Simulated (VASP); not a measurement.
The system is Ir.

```
CELL_PARAMETERS angstrom
2.72909 0.00000 0.00000
-1.36455 2.36346 0.00000
0.00000 0.00000 4.42764
ATOMIC_POSITIONS crystal
Ir 0.33333 0.66667 0.25000
Ir 0.66667 0.33333 0.75000
```

This isn't the form of Ir at room conditions, which is fcc.

Base run:

```yaml
Program: VASP 6.6.1
Functional: r2SCAN
Potentials_or_basis: VASP PAW PBE potentials, release 64 (Ir)
Cutoff: 520 eV
k_mesh: 13 × 13 × 7
Occupations: fermi-dirac, width 0.1 eV
Spin: no spin polarisation
```

Its results: pressure 2.5 GPa.

Task: The run is repeated on the same cell with these changes: spin from no spin polarisation to non-collinear spin, zero start, spin-orbit coupling; further incar settings from ALGO = Normal; EDIFF = 1e-06; NBANDS = 16 to ALGO = Normal; EDIFF = 1e-06; NBANDS = 30. What comes out?

Result: Pressure 3.6 GPa; net moment 0.00 μB per cell.

Caveats: the PAW data sets were made with another functional, which shifts forces and pressure a little; the cell stands under pressure (at least some runs).
